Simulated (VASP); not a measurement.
# MnSi7C8 (F-43m) in VASP: further runs, part 2 of 2

VASP 6.6.1.

**4. Single point, PBEsol+U, collinear spin, ferromagnetic start**

INCAR reads:

```
PREC = Accurate
ENCUT = 520
EDIFF = 1E-6
ISMEAR = 0
SIGMA = 0.05
LREAL = Auto
LASPH = True
NELM = 150
ALGO = Normal
ISIF = 2
LWAVE = False
LCHARG = False
ISPIN = 2
MAGMOM = 1.5 0 0 0 0 0 0 0 0 0 0 0 0 0 0 0
LORBIT = 11
NUPDOWN = 1.5
LMAXMIX = 4
LDAU = True
LDAUTYPE = 2
LDAUL = 2 -1 -1
LDAUU = 5.5 0 0
LDAUJ = 0 0 0
LDAUPRINT = 1
GGA = PS
NBANDS = 54
```

KPOINTS reads:

```
Automatic mesh
0
Gamma
  3 3 3
```

POSCAR reads:

```
MnSi7C8
1.0
    0.0000000000      4.3580000000      4.3580000000
    4.3580000000      0.0000000000      4.3580000000
    4.3580000000      4.3580000000      0.0000000000
Mn Si C
1 7 8
Direct
    0.0000000000      0.0000000000      1.0000000000
    0.9988277849      0.9988277849      0.5011722151
    0.9988277849      0.5011722151      0.9988277849
    0.9988277849      0.5011722151      0.5011722151
    0.5011722151      0.9988277849      0.9988277849
    0.5011722151      0.9988277849      0.5011722151
    0.5011722151      0.5011722151      0.9988277849
    0.5000000000      0.5000000000      0.5000000000
    0.1304116123      0.1304116123      0.1304116123
    0.1304116123      0.1304116123      0.6087651631
    0.1304116123      0.6087651631      0.1304116123
    0.1252462076      0.6249179308      0.6249179308
    0.6087651631      0.1304116123      0.1304116123
    0.6249179308      0.1252462076      0.6249179308
    0.6249179308      0.6249179308      0.1252462076
    0.6249179308      0.6249179308      0.6249179308
```

Run with:

```bash
cat potpaw_PBE.64/Mn_pv/POTCAR potpaw_PBE.64/Si/POTCAR potpaw_PBE.64/C/POTCAR > POTCAR
mpirun -np 1 vasp_std > vasp.out
```

Run time: 4.1 min. Hardware: 1 thread of Intel Xeon Platinum 8488C (Sapphire Rapids), shared host; peak memory 0.42 GiB.

Results (log left out):

```
Free energy                                           : -123.0132 eV
Pressure                                              : 3.7 GPa
Largest force                                         : 0.527 eV/Å
Net moment                                            : 1.50 μB per cell
Site moments                                          : Mn +3.03; Si +0.01, -0.01 (each value once); C -0.18, -0.01 (each value once) μB
Valence electrons inside the program's atomic spheres : Mn 11.86; Si 1.69, 1.68 (each value once); C 2.51, 2.53 (each value once)
```

Forces on the atoms (eV/Å):
```
Mn   0.000  0.000  0.000
Si   0.000  0.000 -0.527
Si   0.000 -0.527  0.000
Si   0.527  0.000  0.000
Si  -0.527  0.000  0.000
Si   0.000  0.527  0.000
Si   0.000  0.000  0.527
Si   0.000  0.000  0.000
C   -0.084 -0.084 -0.084
C    0.084  0.084 -0.084
C    0.084 -0.084  0.084
C   -0.025  0.025  0.025
C   -0.084  0.084  0.084
C    0.025 -0.025  0.025
C    0.025  0.025 -0.025
C   -0.025 -0.025 -0.025
```

Eigenvalues of the final occupation matrices:
| site | spin | trace | eigenvalues |
| --- | --- | --- | --- |
| site 1 d | 1 | 4.11 | 0.75 0.75 0.75 0.94 0.94 |
| site 1 d | 2 | 1.02 | 0.04 0.04 0.31 0.31 0.31 |

Caveat: the k points lie up to 0.42 Å⁻¹ apart; the PAW data sets were made with another functional, which shifts forces and pressure a little; the total moment is fixed, so each spin has its own Fermi level and the state may be an excited one; the U is typed as a test and isn't derived for this compound. The state reached can hang on the start; a lower one may exist.

**5. Single point, PBEsol+U, collinear spin**

INCAR reads:

```
SYSTEM = MnSi7C8
  PREC = Accurate
  ENCUT = 520
  EDIFF = 1E-6
  ISMEAR = 0
  SIGMA = 0.05
  LREAL = Auto
  LASPH = .TRUE.
  NELM = 150
  ALGO = Normal
  ISIF = 2
  LWAVE = .FALSE.
  LCHARG = .FALSE.
  ISPIN = 2
  MAGMOM = 3.3 0.01 0.01 0.01 0.01 0.01 0.01 0 -0.18 -0.18 -0.18 0 -0.18 0 0 0
  LORBIT = 11
  LMAXMIX = 4
  LDAU = .TRUE.
  LDAUTYPE = 2
  LDAUL = 2 -1 -1
  LDAUU = 5.5 0 0
  LDAUJ = 0 0 0
  LDAUPRINT = 1
  GGA = PS
  NBANDS = 54
```

KPOINTS reads:

```
regular mesh
0
G
  3 3 3
  0 0 0
```

POSCAR is that of step 4.

Potentials or basis: VASP PAW PBE potentials, release 64 (Mn_pv, Si, C).

Run with:

```bash
cat potpaw_PBE.64/Mn_pv/POTCAR potpaw_PBE.64/Si/POTCAR potpaw_PBE.64/C/POTCAR > POTCAR
mpirun -np 1 vasp_std > vasp.out
```

OUTCAR:

```text
SYSTEM = MnSi7C8
   PREC = Accurate
   ENCUT = 520
   EDIFF = 1E-6
   ISMEAR = 0
   LREAL = Auto
   LASPH = .TRUE.
   NELM = 150
   ISIF = 2
   ISPIN = 2
   LORBIT = 11
   GGA = PS

 ion  position               nearest neighbor table
   1  0.000  0.000  0.000-  10 1.97  11 1.97  13 1.97   9 1.97   4 3.08   7 3.08   2 3.08   4 3.08
                             6 3.08   2 3.08   3 3.08   5 3.08   5 3.08   6 3.08   7 3.08   3 3.08
   2  0.999  0.999  0.501-   9 1.87  10 1.87  12 1.88  14 1.88   3 3.07   4 3.07   5 3.07   6 3.07
                             1 3.08   8 3.08   8 3.08   1 3.08   6 3.10   3 3.10   5 3.10   4 3.10
   3  0.999  0.501  0.999-   9 1.87  11 1.87  12 1.88  15 1.88   2 3.07   4 3.07   5 3.07   7 3.07
                             1 3.08   8 3.08   8 3.08   1 3.08   4 3.10   7 3.10   2 3.10   5 3.10
   4  0.999  0.501  0.501-  10 1.87  11 1.87  16 1.88  12 1.88   2 3.07   3 3.07   6 3.07   7 3.07
                             8 3.08   8 3.08   1 3.08   1 3.08   6 3.10   3 3.10   7 3.10   2 3.10
   5  0.501  0.999  0.999-   9 1.87  13 1.87  14 1.88  15 1.88   2 3.07   3 3.07   6 3.07   7 3.07
                             1 3.08   8 3.08   8 3.08   1 3.08   6 3.10   3 3.10   2 3.10   7 3.10
   6  0.501  0.999  0.501-  10 1.87  13 1.87  16 1.88  14 1.88   2 3.07   4 3.07   5 3.07   7 3.07
                             8 3.08   8 3.08   1 3.08   1 3.08   5 3.10   4 3.10   7 3.10   2 3.10
   7  0.501  0.501  0.999-  11 1.87  13 1.87  16 1.88  15 1.88   3 3.07   4 3.07   5 3.07   6 3.07
                             8 3.08   8 3.08   1 3.08   1 3.08   5 3.10   4 3.10   6 3.10   3 3.10
   8  0.500  0.500  0.500-  12 1.89  14 1.89  15 1.89  16 1.89   6 3.08   7 3.08   4 3.08   3 3.08
                             5 3.08   7 3.08   2 3.08   5 3.08   6 3.08   2 3.08   3 3.08   4 3.08
   9  0.130  0.130  0.130-   2 1.87   3 1.87   5 1.87   1 1.97
  10  0.130  0.130  0.609-   4 1.87   6 1.87   2 1.87   1 1.97
  11  0.130  0.609  0.130-   4 1.87   7 1.87   3 1.87   1 1.97
  12  0.125  0.625  0.625-   2 1.88   3 1.88   4 1.88   8 1.89
  13  0.609  0.130  0.130-   6 1.87   7 1.87   5 1.87   1 1.97
  14  0.625  0.125  0.625-   2 1.88   5 1.88   6 1.88   8 1.89
  15  0.625  0.625  0.125-   3 1.88   5 1.88   7 1.88   8 1.89
  16  0.625  0.625  0.625-   4 1.88   6 1.88   7 1.88   8 1.89

  LATTYP: Found a face centered cubic cell.
 ALAT       =     8.7160000000

  Lattice vectors:

 A1 = (   0.0000000000,   4.3580000000,   4.3580000000)
 A2 = (   4.3580000000,   0.0000000000,   4.3580000000)
 A3 = (   4.3580000000,   4.3580000000,   0.0000000000)

Analysis of symmetry for initial positions (statically):
=====================================================================
 Subroutine PRICEL returns:
 Original cell was already a primitive cell.

 Routine SETGRP: Setting up the symmetry group for a
 face centered cubic supercell.

 Subroutine GETGRP returns: Found 24 space group operations
 (whereof 24 operations were pure point group operations)
 out of a pool of 48 trial point group operations.

The static configuration has the point symmetry T_d .

Analysis of symmetry for dynamics (positions and initial velocities):
=====================================================================
 Subroutine PRICEL returns:
 Original cell was already a primitive cell.

 Routine SETGRP: Setting up the symmetry group for a
 face centered cubic supercell.

 Subroutine GETGRP returns: Found 24 space group operations
 (whereof 24 operations were pure point group operations)
 out of a pool of 48 trial point group operations.

The dynamic configuration has the point symmetry T_d .

Analysis of structural, dynamic, and magnetic symmetry:
=====================================================================
 Subroutine PRICEL returns:
[... 187 lines left out ...]
  o =  0.8391  v =  0.0000  0.8961  0.0000  0.4438 -0.0000  0.0000  0.0000  0.0000  0.0000  0.0000      0.0000  0.0000  0.0000  0.0000  0.0000  0.0000  0.0000  0.0000  0.0000  0.0000
  o =  0.8391  v =  1.0000  0.0000  0.0000  0.0000  0.0000  0.0000  0.0000  0.0000  0.0000  0.0000      0.0000  0.0000  0.0000  0.0000  0.0000  0.0000  0.0000  0.0000  0.0000  0.0000
  o =  0.9373  v =  0.0000 -0.0000  1.0000  0.0000 -0.0000  0.0000  0.0000  0.0000  0.0000  0.0000      0.0000  0.0000  0.0000  0.0000  0.0000  0.0000  0.0000  0.0000  0.0000  0.0000
  o =  0.9373  v =  0.0000 -0.0000  0.0000  0.0000  1.0000  0.0000  0.0000  0.0000  0.0000  0.0000      0.0000  0.0000  0.0000  0.0000  0.0000  0.0000  0.0000  0.0000  0.0000  0.0000

 number of electron      73.0000015 magnetization       2.9997639

 Free energy of the ion-electron system (eV)
  ---------------------------------------------------
  ext. energy  EPLUGINS =         0.00000000
  ---------------------------------------------------
  free energy    TOTEN  =      -124.43097190 eV

  energy without entropy =     -124.42856282  energy(sigma->0) =     -124.42976736

 E-fermi :   8.3964     XC(G=0): -11.6096

 val. band max:        8.2020000076   @ k =   0.3333   0.3333   0.0000
 cond. band min:       8.4452862499   @ k =  -0.3333   0.3333   0.0000
 fundamental gap:      0.2432862423
 Fermi energy:         8.3963900259

 spin component 1

 k-point     1 :       0.0000    0.0000    0.0000
  band No.  band energies     occupation
      1     -41.2229      1.00000
      2     -41.2229      1.00000
      3     -41.2229      1.00000
      4      -7.3279      1.00000
      5      -3.9064      1.00000
      6      -3.9064      1.00000
[... 193 lines left out ...]
     47      13.7960      0.00000
     48      15.3962      0.00000
 Fermi energy:         8.3963900259

 spin component 2

 k-point     1 :       0.0000    0.0000    0.0000
  band No.  band energies     occupation
      1     -37.2743      1.00000
      2     -37.2743      1.00000
      3     -37.2743      1.00000
      4      -7.3667      1.00000
      5      -3.9348      1.00000
      6      -3.9348      1.00000
[... 193 lines left out ...]
     47      14.3490      0.00000
     48      15.4238      0.00000
 [bands above 48 left out]

------------------------ aborting loop because EDIFF is reached ----------------------------------------

  FORCE on cell =-STRESS in cart. coord.  units (eV):
  Direction    XX          YY          ZZ          XY          YZ          ZX
  --------------------------------------------------------------------------------------
  -------------------------------------------------------------------------------------
  Total        6.0125232      6.0125232      6.0125232     -0.0000000      0.0000000     -0.0000000
  in kB       58.1936606     58.1936606     58.1936606     -0.0000000      0.0000000     -0.0000000
  external PRESSURE =      58.1936606 kB  Pullay stress =       0.0000000 kB

 VOLUME and BASIS-vectors are now :
 -----------------------------------------------------------------------------
  energy-cutoff  :      520.00
  volume of cell :      165.54
      direct lattice vectors                 reciprocal lattice vectors
     0.000000000  4.358000000  4.358000000    -0.114731528  0.114731528  0.114731528
     4.358000000  0.000000000  4.358000000     0.114731528 -0.114731528  0.114731528
     4.358000000  4.358000000  0.000000000     0.114731528  0.114731528 -0.114731528

 POSITION                                       TOTAL-FORCE (eV/Angst)
 -----------------------------------------------------------------------------------
      0.00000      0.00000      0.00000         0.000000      0.000000     -0.000000
      6.53700      6.53700      8.70578         0.000000     -0.000000      0.059505
      6.53700      8.70578      6.53700         0.000000      0.059505     -0.000000
      4.36822      6.53700      6.53700        -0.059505     -0.000000     -0.000000
      8.70578      6.53700      6.53700         0.059505     -0.000000     -0.000000
      6.53700      4.36822      6.53700         0.000000     -0.059505     -0.000000
[... 8 lines left out ...]
      3.26922      3.26922      5.44678        -0.003165     -0.003165      0.003165
      5.44678      5.44678      5.44678         0.003165      0.003165      0.003165
 -----------------------------------------------------------------------------------
    total drift:                                0.000002      0.000002      0.000002

  FREE ENERGIE OF THE ION-ELECTRON SYSTEM (eV)
  ---------------------------------------------------
  free  energy   TOTEN  =      -124.4309719009 eV

  energy  without entropy=     -124.4285628214  energy(sigma->0) =     -124.42976736

 total charge

# of ion       s       p       d       tot
------------------------------------------
    1        0.426   6.371   5.055  11.852
    2        0.709   0.984   0.000   1.693
    3        0.709   0.984   0.000   1.693
    4        0.709   0.984   0.000   1.693
    5        0.709   0.984   0.000   1.693
    6        0.709   0.984   0.000   1.693
[... 8 lines left out ...]
   15        0.833   1.704   0.000   2.538
   16        0.833   1.704   0.000   2.538
--------------------------------------------------
tot         12.156  26.698   5.055  43.910

 magnetization (x)

# of ion       s       p       d       tot
------------------------------------------
    1        0.029  -0.017   3.693   3.705
    2        0.006   0.009   0.000   0.015
    3        0.006   0.009   0.000   0.015
    4        0.006   0.009   0.000   0.015
    5        0.006   0.009   0.000   0.015
    6        0.006   0.009   0.000   0.015
[... 8 lines left out ...]
   15       -0.000  -0.004   0.000  -0.004
   16       -0.000  -0.004   0.000  -0.004
--------------------------------------------------
tot          0.033  -0.587   3.693   3.138
```

It took 2.7 min on 1 thread of Intel Xeon Platinum 8488C (Sapphire Rapids), shared host; peak memory 0.41 GiB.

Results:

```yaml
Free_energy: -124.4310 eV
Pressure: 5.8 GPa
Largest_force: 0.398 eV/Å
Band_gap_on_the_k_mesh: zero (filled and empty bands overlap)
Net_moment: 3.00 μB per cell
Site_moments: Mn +3.71; Si +0.01, +0.00 (each value once); C -0.16, -0.00 (each value once) μB
Valence_electrons_inside_the_program's_atomic_spheres: Mn 11.85; Si 1.69, 1.68 (each value once); C 2.52, 2.54 (each value once)
```

Forces on the atoms (eV/Å):
```
Mn   0.000  0.000  0.000
Si   0.000  0.000  0.060
Si   0.000  0.060  0.000
Si  -0.060  0.000  0.000
Si   0.060  0.000  0.000
Si   0.000 -0.060  0.000
Si   0.000  0.000 -0.060
Si   0.000  0.000  0.000
C    0.230  0.230  0.230
C   -0.230 -0.230  0.230
C   -0.230  0.230 -0.230
C    0.003 -0.003 -0.003
C    0.230 -0.230 -0.230
C   -0.003  0.003 -0.003
C   -0.003 -0.003  0.003
C    0.003  0.003  0.003
```

Levels at points of the mesh, in eV from the Fermi level:
Spin up:
```
           k point  band 34  band 35  band 36  band 37  band 38  band 39  band 40  band 41  band 42  band 43
(0.00, 0.00, 0.00)    -1.39    -0.92    -0.92    -0.92     0.77     0.77     0.77     2.16     2.16     2.16
```
Spin down:
```
           k point  band 33  band 34  band 35  band 36  band 37  band 38
(0.00, 0.00, 0.00)    -0.81    -0.81    -0.81     0.89     0.89     0.89
```

Eigenvalues of the final occupation matrices:
```tsv
site	spin	trace	eigenvalues
site 1 d	1	4.39	0.84 0.84 0.84 0.94 0.94
site 1 d	2	0.69	0.04 0.04 0.20 0.20 0.20
```

Caveat: the k points lie up to 0.42 Å⁻¹ apart, too coarse for converged energies and pressures of a metal; the PAW data sets were made with another functional, which shifts forces and pressure a little; the U is typed as a test and isn't derived for this compound.

**6. Overview**

```tsv
spin	fixed moment (μB)	gap on the mesh (eV)	pressure (GPa)	moment (μB)	largest force (eV/Å)
collinear, ferromagnetic start	-	none	5.8	3.00	0.40
collinear	-	none	5.8	3.00	0.40
collinear, ferromagnetic start	1.5	-	3.7	1.50	0.53
```

Alike in all rows: task single point; level PBEsol+U; potentials or basis VASP PAW PBE potentials, release 64 (Mn_pv, Si, C); Mn d U = 5.5 eV; cell as given; k mesh 3 × 3 × 3; cutoff (eV) 520; smearing gaussian 0.05 eV.

Caveats: all runs use coarse meshes; the PAW data sets were made with another functional, which shifts forces and pressure a little; the U is typed as a test and isn't derived for this compound; the total moment is fixed, so each spin has its own Fermi level and the state may be an excited one (at least some runs).

Total energies depend on the potentials used, so only differences within one code and one set of settings carry meaning.

The gap in the log of VASP goes by the Fermi energy; the results here count the filled bands.